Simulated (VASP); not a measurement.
# BAs (F-43m) in VASP: a series of runs, part 2 of 2

VASP 6.6.1.

## Step 4: Single point, PBE

This run uses another cell than the first one, of 13.90 Å³/atom, 1.064 times its volume.

INCAR reads:

```
SYSTEM = BAs
  PREC = Accurate
  ENCUT = 520
  EDIFF = 1E-6
  ISMEAR = 0
  SIGMA = 0.01
  LREAL = .FALSE.
  LASPH = .TRUE.
  NELM = 100
  ALGO = Normal
  ISIF = 2
  LWAVE = .FALSE.
  LCHARG = .TRUE.
  GGA = PE
  LELF = .TRUE.
  LVHAR = .TRUE.
  NBANDS = 11
```

KPOINTS reads:

```
regular mesh
0
G
  8 8 8
  0 0 0
```

POSCAR reads:

```
BAs
1.0
    0.0000000000      2.4044049119      2.4044049119
    2.4044049119      0.0000000000      2.4044049119
    2.4044049119      2.4044049119      0.0000000000
B As
1 1
Direct
    0.0000000000      0.0000000000      0.0000000000
    0.2500000000      0.2500000000      0.2500000000
```

Potentials or basis: VASP PAW PBE potentials, release 64 (B, As).

The run is started by

```bash
$ cat potpaw_PBE.64/B/POTCAR potpaw_PBE.64/As/POTCAR > POTCAR
$ mpirun -np 1 vasp_std > vasp.out
```

OUTCAR:

```text
SYSTEM = BAs
   PREC = Accurate
   ENCUT = 520
   EDIFF = 1E-6
   ISMEAR = 0
   LREAL = .FALSE.
   LASPH = .TRUE.
   NELM = 100
   ISIF = 2
   GGA = PE

 ion  position               nearest neighbor table
   1  0.000  0.000  0.000-   2 2.08   2 2.08   2 2.08   2 2.08
   2  0.250  0.250  0.250-   1 2.08   1 2.08   1 2.08   1 2.08

  LATTYP: Found a face centered cubic cell.
 ALAT       =     4.8088098238

  Lattice vectors:

 A1 = (   0.0000000000,   2.4044049119,   2.4044049119)
 A2 = (   2.4044049119,   0.0000000000,   2.4044049119)
 A3 = (   2.4044049119,   2.4044049119,   0.0000000000)

Analysis of symmetry for initial positions (statically):
=====================================================================
 Subroutine PRICEL returns:
 Original cell was already a primitive cell.

 Routine SETGRP: Setting up the symmetry group for a
 face centered cubic supercell.

 Subroutine GETGRP returns: Found 24 space group operations
 (whereof 24 operations were pure point group operations)
 out of a pool of 48 trial point group operations.

The static configuration has the point symmetry T_d .

Analysis of symmetry for dynamics (positions and initial velocities):
=====================================================================
 Subroutine PRICEL returns:
 Original cell was already a primitive cell.

 Routine SETGRP: Setting up the symmetry group for a
 face centered cubic supercell.

 Subroutine GETGRP returns: Found 24 space group operations
 (whereof 24 operations were pure point group operations)
 out of a pool of 48 trial point group operations.

The dynamic configuration has the point symmetry T_d .

 Subroutine INISYM returns: Found 24 space group operations
 (whereof 24 operations are pure point group operations),
 and found     1 'primitive' translations

----------------------------------------------------------------------------------------

                                     Primitive cell

  volume of cell :      27.8005

  direct lattice vectors                    reciprocal lattice vectors
     0.000000000  2.404404912  2.404404912    -0.207951663  0.207951663  0.207951663
     2.404404912  0.000000000  2.404404912     0.207951663 -0.207951663  0.207951663
     2.404404912  2.404404912  0.000000000     0.207951663  0.207951663 -0.207951663

  length of vectors
     3.400342036  3.400342036  3.400342036     0.360182846  0.360182846  0.360182846

  position of ions in fractional coordinates (direct lattice)
     0.000000000  0.000000000  0.000000000
     0.250000000  0.250000000  0.250000000

  ion indices of the primitive-cell ions
   primitive index   ion index
                 1           1
                 2           2

----------------------------------------------------------------------------------------

 KPOINTS: regular mesh

Automatic generation of k-mesh.
 Grid dimensions read from file:
 generate k-points for:    8    8    8

 Generating k-lattice:

  Cartesian coordinates                     Fractional coordinates (reciprocal lattice)
    -0.025993958  0.025993958  0.025993958     0.125000000  0.000000000  0.000000000
     0.025993958 -0.025993958  0.025993958     0.000000000  0.125000000  0.000000000
     0.025993958  0.025993958 -0.025993958     0.000000000  0.000000000  0.125000000

  Length of vectors
     0.045022856  0.045022856  0.045022856

  Shift w.r.t. Gamma in fractional coordinates (k-lattice)
     0.000000000  0.000000000  0.000000000

 Subroutine IBZKPT returns following result:
 ===========================================

 Found     29 irreducible k-points:

 Following reciprocal coordinates:
            Coordinates               Weight
  0.000000  0.000000  0.000000      1.000000
  0.125000  0.000000  0.000000      8.000000
  0.250000  0.000000  0.000000      8.000000
  0.375000  0.000000  0.000000      8.000000
  0.500000  0.000000  0.000000      4.000000
  0.125000  0.125000  0.000000      6.000000
[... 16 lines left out ...]
  0.500000  0.250000  0.125000     48.000000
 -0.375000  0.250000  0.125000     24.000000
 [... further k-points ...]
   k-points           NKPTS =     29   k-points in BZ     NKDIM =     29   number of bands    NBANDS=     11
   number of dos      NEDOS =    301   number of ions     NIONS =      2
   total plane-waves  NPLWV =  21952
   dimension x,y,z NGX =    28 NGY =   28 NGZ =   28
   dimension x,y,z NGXF=    56 NGYF=   56 NGZF=   56
   ions per type =               1   1
   NGX,Y,Z   is equivalent  to a cutoff of  13.69, 13.69, 13.69 a.u.
   NGXF,Y,Z  is equivalent  to a cutoff of  27.38, 27.38, 27.38 a.u.
 SYSTEM =  BAs
   PREC   = accura    normal or accurate (medium, high low for compatibility)
   ISTART =      0    job   : 0-new  1-cont  2-samecut
   ICHARG =      2    charge: 1-file 2-atom 10-const
   ISPIN  =      1    spin polarized calculation?
   LNONCOLLINEAR =      F non collinear calculations
   LSORBIT =      F    spin-orbit coupling
   LASPH  =      T    aspherical Exc in radial PAW
   ENCUT  =  520.0 eV  38.22 Ry    6.18 a.u.   6.32  6.32  6.32*2*pi/ulx,y,z
   NELM   =    100;   NELMIN=  2; NELMDL= -5     # of ELM steps
   EDIFF  = 0.1E-05   stopping-criterion for ELM
   LREAL  =      F    real-space projection
   EDIFFG = 0.1E-04   stopping-criterion for IOM
   NSW    =      0    number of steps for IOM
   IBRION =     -1    ionic relax: 0-MD 1-quasi-New 2-CG
   NFREE  =      0    steps in history (QN), initial steepest desc. (CG)
   ISIF   =      2    stress and relaxation
   ISYM   =      2    0-nonsym 1-usesym 2-fastsym
   POTIM  = 0.5000    time-step for ionic-motion
   TEBEG  =    0.0;   TEEND  =   0.0 temperature during run
   PSTRESS=    0.0 pullay stress
   NELECT =       8.0000    total number of electrons
   NUPDOWN=      -1.0000    fix difference up-down
   EMIN   =  10.00;   EMAX   =-10.00  energy-range for DOS
   EFERMI =   0.00;   METHOD = LEGACY
   ISMEAR =     0;   SIGMA  =   0.01  broadening in eV -4-tet -1-fermi 0-gaus
   EFERMI_NEDOS =   21; number of points for ismear=-14 and -15
   IALGO  =     38    algorithm
   IMIX   =      4    mixing-type and parameters
     AMIX     =   0.40;   BMIX     =  1.00
     AMIX_MAG =   1.60;   BMIX_MAG =  1.00
  volume/ion in A,a.u.               =      13.90        93.80
  Fermi-wavevector in a.u.,A,eV,Ry     =   1.080821  2.042456 15.893981  1.168175
  Thomas-Fermi vector in A             =   2.216822
   LORBIT       =      0    0 simple, 1 ext, 2 COOP (PROOUT), +10 PAW based schemes
   GGA     = PE    functional components
   LHFCALC =     F    Hartree Fock is set to
   AEXX    =    0.0000 exact exchange contribution
   IVDW    =     0    specifies the selected vdW correction
   LEPSILON=     F    determine dielectric tensor
   LRPA    =     F    only Hartree local field effects (RPA)
 non-spin polarized calculation
 Gauss-broadening in eV      SIGMA  =   0.01
  energy-cutoff  :      520.00
  volume of cell :       27.80
 maximum number of plane-waves:       763
 NGX is ok and might be reduce to    28
   NGX = 13   NGY = 13   NGZ = 13

 number of electron       8.0000000 magnetization

 Free energy of the ion-electron system (eV)
  ---------------------------------------------------
  ext. energy  EPLUGINS =         0.00000000
  ---------------------------------------------------
  free energy    TOTEN  =       -11.41120834 eV

  energy without entropy =      -11.41120834  energy(sigma->0) =      -11.41120834

 E-fermi :   6.0488     XC(G=0): -10.4977

 val. band max:        5.9093287874   @ k =   0.0000   0.0000   0.0000
 cond. band min:       7.1171835928   @ k =   0.3750   0.3750   0.0000
 fundamental gap:      1.2078548054
 Fermi energy:         6.0487538635

 k-point     1 :       0.0000    0.0000    0.0000
  band No.  band energies     occupation
      1      -9.3120      2.00000
      2       5.9093      2.00000
      3       5.9093      2.00000
      4       5.9093      2.00000
      5       9.1607      0.00000
      6       9.1607      0.00000
      7       9.1607      0.00000
      8      10.3443      0.00000
      9      15.3963      0.00000
     10      18.7792      0.00000
     11      18.7792      0.00000
[... 309 lines left out ...]
 k-point    24 :      -0.3750    0.2500    0.1250
  band No.  band energies     occupation
      1      -5.9516      2.00000
      2      -2.2568      2.00000
      3       1.4234      2.00000
      4       2.9018      2.00000
      5       9.8374      0.00000
      6      10.6192      0.00000
      7      13.2591      0.00000
      8      14.8127      0.00000
      9      16.1814      0.00000
     10      19.9648      0.00000
     11      21.0101      0.00000

 [... further k-points ...]

------------------------ aborting loop because EDIFF is reached ----------------------------------------

  FORCE on cell =-STRESS in cart. coord.  units (eV):
  Direction    XX          YY          ZZ          XY          YZ          ZX
  --------------------------------------------------------------------------------------
  -------------------------------------------------------------------------------------
  Total        0.1095846      0.1095846      0.1095846      0.0000000     -0.0000000      0.0000000
  in kB        6.3154963      6.3154963      6.3154963      0.0000000     -0.0000000      0.0000000
  external PRESSURE =       6.3154963 kB  Pullay stress =       0.0000000 kB

 VOLUME and BASIS-vectors are now :
 -----------------------------------------------------------------------------
  energy-cutoff  :      520.00
  volume of cell :       27.80
      direct lattice vectors                 reciprocal lattice vectors
     0.000000000  2.404404912  2.404404912    -0.207951663  0.207951663  0.207951663
     2.404404912  0.000000000  2.404404912     0.207951663 -0.207951663  0.207951663
     2.404404912  2.404404912  0.000000000     0.207951663  0.207951663 -0.207951663

 POSITION                                       TOTAL-FORCE (eV/Angst)
 -----------------------------------------------------------------------------------
      0.00000      0.00000      0.00000         0.000000      0.000000      0.000000
      1.20220      1.20220      1.20220        -0.000000     -0.000000     -0.000000
 -----------------------------------------------------------------------------------
    total drift:                               -0.000000     -0.000000     -0.000000

  FREE ENERGIE OF THE ION-ELECTRON SYSTEM (eV)
  ---------------------------------------------------
  free  energy   TOTEN  =       -11.4112083424 eV

  energy  without entropy=      -11.4112083424  energy(sigma->0) =      -11.41120834
```

OSZICAR:

```text
N       E                     dE             d eps       ncg     rms          rms(c)
DAV:   1     0.133046930876E+02    0.13305E+02   -0.37974E+03   638   0.644E+02
DAV:   2    -0.112316246102E+02   -0.24536E+02   -0.23566E+02   817   0.108E+02
DAV:   3    -0.120109888488E+02   -0.77936E+00   -0.77750E+00   801   0.177E+01
DAV:   4    -0.120132431922E+02   -0.22543E-02   -0.22543E-02   709   0.107E+00
DAV:   5    -0.120132467609E+02   -0.35686E-05   -0.35686E-05   761   0.465E-02    0.479E+00
DAV:   6    -0.114721575222E+02    0.54109E+00   -0.15235E+00   674   0.496E+00    0.233E+00
DAV:   7    -0.114172553079E+02    0.54902E-01   -0.17865E-01   737   0.208E+00    0.968E-01
DAV:   8    -0.114107417963E+02    0.65135E-02   -0.19896E-02   710   0.797E-01    0.966E-02
DAV:   9    -0.114110436872E+02   -0.30189E-03   -0.78389E-04   722   0.159E-01    0.567E-02
DAV:  10    -0.114112020135E+02   -0.15833E-03   -0.19475E-04   676   0.848E-02    0.120E-02
DAV:  11    -0.114112080989E+02   -0.60854E-05   -0.55462E-06   779   0.157E-02    0.101E-02
DAV:  12    -0.114112083424E+02   -0.24349E-06   -0.28145E-06   671   0.915E-03
   1 F= -.11411208E+02 E0= -.11411208E+02  d E =-.124513E-88
```

stdout:

```text
POSCAR found type information on POSCAR B As
 POSCAR found :  2 types and       2 ions
 scaLAPACK will be used
 LDA part: xc-table for (Slater+PW92), standard interpolation
 POSCAR, INCAR and KPOINTS ok, starting setup
 FFT: planning ... GRIDC
 FFT: planning ... GRID_SOFT
 FFT: planning ... GRID
 WAVECAR not read
 entering main loop
```

Run time: 23 s. Hardware: 1 thread of AMD EPYC, shared host; peak memory 0.13 GiB.

What came out:

```yaml
Free_energy: -11.4112 eV
Pressure: 0.6 GPa
Band_gap_on_the_k_mesh: 1.21 eV, indirect (least direct gap 3.25 eV)
```

## Step 5: Single point, PBE (volume changed by +3%)

INCAR reads:

```
PREC = Accurate
ENCUT = 520
EDIFF = 1E-6
ISMEAR = 0
SIGMA = 0.01
LREAL = False
LASPH = True
NELM = 60
ALGO = Normal
ISIF = 2
LWAVE = False
LCHARG = True
GGA = PE
LELF = True
LVHAR = True
NBANDS = 11
```

KPOINTS reads:

```
Automatic mesh
0
Gamma
  8 8 8
```

POSCAR reads:

```
BAs
1.0
    0.0000000000      2.4282124495      2.4282124495
    2.4282124495      0.0000000000      2.4282124495
    2.4282124495      2.4282124495      0.0000000000
B As
1 1
Direct
    0.0000000000      0.0000000000      0.0000000000
    0.2500000000      0.2500000000      0.2500000000
```

The run is started by

```bash
$ cat potpaw_PBE.64/B/POTCAR potpaw_PBE.64/As/POTCAR > POTCAR
$ mpirun -np 1 vasp_std > vasp.out
```

It took 26 s on 1 thread of AMD EPYC, shared host; peak memory 0.12 GiB.

The run converged. Its results:

```
Free energy            : -11.4047 eV
Pressure               : -3.1 GPa
Band gap on the k mesh : 1.24 eV, indirect (least direct gap 3.22 eV)
```

Levels at points of the mesh, in eV from the valence-band top:
| k point | band 1 | band 2 | band 3 | band 4 | band 5 | band 6 | band 7 | band 8 | band 9 |
| --- | --- | --- | --- | --- | --- | --- | --- | --- | --- |
| (0.00, 0.00, 0.00) | -14.96 | 0.00 | 0.00 | 0.00 | 3.22 | 3.22 | 3.22 | 4.07 | 9.35 |
| (0.50, 0.00, 0.00) | -12.27 | -8.44 | -1.74 | -1.74 | 2.41 | 4.72 | 4.72 | 8.76 | 12.36 |
| (0.50, 0.50, 0.00) | -11.03 | -8.26 | -3.88 | -3.88 | 1.49 | 1.49 | 10.90 | 10.90 | 12.43 |

Caveat: the cell differs from its parent crystal (volume changed by +3%). A k mesh can miss the band edges.

## Step 6: Single point, PBE (volume changed by +6%)

INCAR reads:

```
SYSTEM = BAs
ALGO = Normal
EDIFF = 1E-7
ENCUT = 520
GGA = PE
ISIF = 2
ISMEAR = 0
LASPH = .TRUE.
LCHARG = .FALSE.
LREAL = .FALSE.
LWAVE = .FALSE.
NBANDS = 11
NELM = 100
PREC = Accurate
SIGMA = 0.01
```

KPOINTS reads:

```
k-points
0
G
  8 8 8
  0 0 0
```

POSCAR reads:

```
BAs
1.0
    0.0000000000      2.4515620785      2.4515620785
    2.4515620785      0.0000000000      2.4515620785
    2.4515620785      2.4515620785      0.0000000000
B As
1 1
Direct
    0.0000000000      0.0000000000      0.0000000000
    0.2500000000      0.2500000000      0.2500000000
```

Potentials or basis: VASP PAW PBE potentials, release 64 (B, As).

The run is started by

```bash
$ cat potpaw_PBE.64/B/POTCAR potpaw_PBE.64/As/POTCAR > POTCAR
$ mpirun -np 1 vasp_std > vasp.out
```

OUTCAR:

```text
SYSTEM = BAs
   EDIFF = 1E-7
   ENCUT = 520
   GGA = PE
   ISIF = 2
   ISMEAR = 0
   LASPH = .TRUE.
   LREAL = .FALSE.
   NELM = 100
   PREC = Accurate

 ion  position               nearest neighbor table
   1  0.000  0.000  0.000-   2 2.12   2 2.12   2 2.12   2 2.12
   2  0.250  0.250  0.250-   1 2.12   1 2.12   1 2.12   1 2.12

  LATTYP: Found a face centered cubic cell.
 ALAT       =     4.9031241570

  Lattice vectors:

 A1 = (   0.0000000000,   2.4515620785,   2.4515620785)
[... 522 lines left out ...]

------------------------ aborting loop because EDIFF is reached ----------------------------------------

  FORCE on cell =-STRESS in cart. coord.  units (eV):
  Direction    XX          YY          ZZ          XY          YZ          ZX
  --------------------------------------------------------------------------------------
  -------------------------------------------------------------------------------------
  Total       -1.1610608     -1.1610608     -1.1610608      0.0000000      0.0000000      0.0000000
  in kB      -63.1257949    -63.1257949    -63.1257949      0.0000000      0.0000000      0.0000000
  external PRESSURE =     -63.1257949 kB  Pullay stress =       0.0000000 kB

 VOLUME and BASIS-vectors are now :
 -----------------------------------------------------------------------------
  energy-cutoff  :      520.00
  volume of cell :       29.47
      direct lattice vectors                 reciprocal lattice vectors
     0.000000000  2.451562078  2.451562078    -0.203951597  0.203951597  0.203951597
     2.451562078  0.000000000  2.451562078     0.203951597 -0.203951597  0.203951597
     2.451562078  2.451562078  0.000000000     0.203951597  0.203951597 -0.203951597

 POSITION                                       TOTAL-FORCE (eV/Angst)
 -----------------------------------------------------------------------------------
      0.00000      0.00000      0.00000         0.000000      0.000000      0.000000
      1.22578      1.22578      1.22578        -0.000000     -0.000000     -0.000000
 -----------------------------------------------------------------------------------
    total drift:                               -0.000000     -0.000000      0.000000

  FREE ENERGIE OF THE ION-ELECTRON SYSTEM (eV)
  ---------------------------------------------------
  free  energy   TOTEN  =       -11.3800954394 eV

  energy  without entropy=      -11.3800954394  energy(sigma->0) =      -11.38009544
```

OSZICAR:

```text
N       E                     dE             d eps       ncg     rms          rms(c)
DAV:   1     0.109281908257E+02    0.10928E+02   -0.36514E+03   638   0.626E+02
DAV:   2    -0.111515589745E+02   -0.22080E+02   -0.21238E+02   865   0.984E+01
DAV:   3    -0.118772047698E+02   -0.72565E+00   -0.72378E+00   773   0.165E+01
DAV:   4    -0.118794723659E+02   -0.22676E-02   -0.22675E-02   706   0.104E+00
DAV:   5    -0.118794760222E+02   -0.36563E-05   -0.36563E-05   766   0.467E-02    0.441E+00
DAV:   6    -0.114278876756E+02    0.45159E+00   -0.13577E+00   674   0.452E+00    0.216E+00
DAV:   7    -0.113852780122E+02    0.42610E-01   -0.13979E-01   742   0.187E+00    0.923E-01
DAV:   8    -0.113796252686E+02    0.56527E-02   -0.18434E-02   710   0.760E-01    0.910E-02
DAV:   9    -0.113799251622E+02   -0.29989E-03   -0.81609E-04   719   0.156E-01    0.511E-02
DAV:  10    -0.113800882960E+02   -0.16313E-03   -0.19935E-04   661   0.850E-02    0.114E-02
DAV:  11    -0.113800949270E+02   -0.66310E-05   -0.62782E-06   779   0.165E-02    0.890E-03
DAV:  12    -0.113800954092E+02   -0.48225E-06   -0.29720E-06   653   0.939E-03    0.302E-03
DAV:  13    -0.113800954394E+02   -0.30191E-07   -0.78070E-08   643   0.184E-03
   1 F= -.11380095E+02 E0= -.11380095E+02  d E =-.183263E-33
```

stdout:

```text
POSCAR found type information on POSCAR B As
 POSCAR found :  2 types and       2 ions
 scaLAPACK will be used
 LDA part: xc-table for (Slater+PW92), standard interpolation
 POSCAR, INCAR and KPOINTS ok, starting setup
 FFT: planning ... GRIDC
 FFT: planning ... GRID_SOFT
 FFT: planning ... GRID
 WAVECAR not read
 entering main loop
```

It took 24 s on 1 thread of AMD EPYC, shared host; peak memory 0.12 GiB.

Results:

- Free energy: -11.3801 eV
- Pressure: -6.3 GPa
- Band gap on the k mesh: 1.26 eV, indirect (least direct gap 3.18 eV)

Levels at points of the mesh, in eV from the valence-band top:
| k point | band 1 | band 2 | band 3 | band 4 | band 5 | band 6 | band 7 | band 8 | band 9 |
| --- | --- | --- | --- | --- | --- | --- | --- | --- | --- |
| (0.00, 0.00, 0.00) | -14.71 | 0.00 | 0.00 | 0.00 | 3.18 | 3.18 | 3.18 | 3.72 | 9.22 |
| (0.50, 0.00, 0.00) | -12.12 | -8.24 | -1.69 | -1.69 | 2.25 | 4.69 | 4.69 | 8.69 | 12.16 |
| (0.50, 0.50, 0.00) | -10.92 | -8.11 | -3.76 | -3.76 | 1.51 | 1.52 | 10.63 | 10.63 | 12.19 |

Caveat: the cell differs from its parent crystal (volume changed by +6%).

## Step 7: The runs side by side

```tsv
cell	gap on the mesh (eV)	pressure (GPa)
a = 3.331 Å, angles 60.0°, 2 atoms	1.15	10.1
a = 3.366 Å, angles 60.0°, 2 atoms	1.18	5.0
a = 3.400 Å, angles 60.0°, 2 atoms	1.21	0.6
a = 3.434 Å, angles 60.0°, 2 atoms	1.24	-3.1
a = 3.467 Å, angles 60.0°, 2 atoms	1.26	-6.3
```

Alike in all rows: task single point; level PBE; potentials or basis VASP PAW PBE potentials, release 64 (B, As); no spin polarisation; k mesh 8 × 8 × 8; cutoff (eV) 520; smearing gaussian 0.01 eV.

Absolute energies hang on the potentials; compare differences alone.
